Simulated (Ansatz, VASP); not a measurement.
**CuO: VASP beside Ansatz**

Contents of INCAR:

```
SYSTEM = CuO
PREC = Accurate ; ENCUT = 1340
EDIFF = 1E-6 ; ISMEAR = 0
SIGMA = 0.05 ; LREAL = .FALSE.
LASPH = .TRUE. ; NELM = 200
ALGO = Normal ; ISIF = 2
LWAVE = .FALSE. ; LCHARG = .FALSE.
LMAXMIX = 4 ; LDAU = .TRUE.
LDAUTYPE = 2 ; LDAUL = 2 -1
LDAUU = 5 0 ; LDAUJ = 0 0
LDAUPRINT = 1 ; GGA = CA
NBANDS = 33 ; GGA_COMPAT = .FALSE.
```

KPOINTS

```
Automatic mesh
0
G
  7 7 4
  0 0 0
```

File POSCAR:

```
CuO
1.0
    2.3446497600     -1.7133998200      0.0000000000
    2.3446497600      1.7133998200      0.0000000000
   -0.8605499100      0.0000000000      5.0594394800
Cu O
2 2
Direct
    0.0032000000      0.4968000000      0.0000000000
    0.4968000000      0.0032000000      0.5000000000
    0.5714000000      0.4056000000      0.2537000000
    0.4056000000      0.5714000000      0.7537000000
```

Input for Ansatz:

```yaml
crystal:
  lattice:
    - [2.34464976, -1.71339982, 0.0]
    - [2.34464976, 1.71339982, 0.0]
    - [-0.86054991, 0.0, 5.05943948]
  atoms:
    - { symbol: Cu, position: [0.0032, 0.4968, 0.0] }
    - { symbol: Cu, position: [0.4968, 0.0032, 0.5] }
    - { symbol: O, position: [0.5714, 0.4056, 0.2537] }
    - { symbol: O, position: [0.4056, 0.5714, 0.7537] }
basis:
  ecutwfc: 420
  ecutrho_ratio: 4
kpoints:
  mp_grid: { grid: [7, 7, 4] }
hamiltonian:
  xc: lda
  hubbard:
    sites: [{ site: 0, l: d, u_eff: 5.0 }, { site: 1, l: d, u_eff: 5.0 }]
scf:
  occupations: { method: gaussian, width: 0.05 }
  lower_state_search: "off"
  max_iter: 150
output:
  forces: true
  stress: true
  eigenvalues: true
  populations: true
  hubbard: { sites: [{ site: 0, l: d }, { site: 1, l: d }] }
```

Alike in both runs: task single point; functional LDA; k mesh 7 × 7 × 4; occupations gaussian, width 0.05 eV; no spin polarisation; Hubbard terms Cu d U = 5.0 eV.

|  | VASP | Ansatz |
| --- | --- | --- |
| version | VASP 6.6.1 | Ansatz 0.2.0 |
| potentials or method | VASP PAW LDA potentials, release 64 (Cu_sv_GW, O_h), cutoff 1340 eV | scalar-relativistic, plane waves, PAW |
| valence electrons in the cell | 50 | 50 |

|  | VASP | Ansatz | Ansatz less VASP |
| --- | --- | --- | --- |
| gap on the k mesh at the Fermi level (eV) | none | none | - |
| pressure (GPa) | -10.4 | -7.0 | +3.43 |
| traceless stress, the component that is largest in VASP (GPa) | 2.84 | 2.54 | -0.300 |
| rms of the force components (eV/Å) | 0.404 | 0.440 | +0.0367 |

LDA's correlation is that of Perdew and Zunger in VASP and of Perdew and Wang (1992) in Ansatz. The programs project onto different local orbitals, so the same U acts differently, and such runs can settle in different states. Atom by atom the forces differ by 0.042 eV/Å (rms over components). A gap of «none» marks a metal or a gap that the smearing closes. Ansatz's warnings: filled band counts differ across k points.
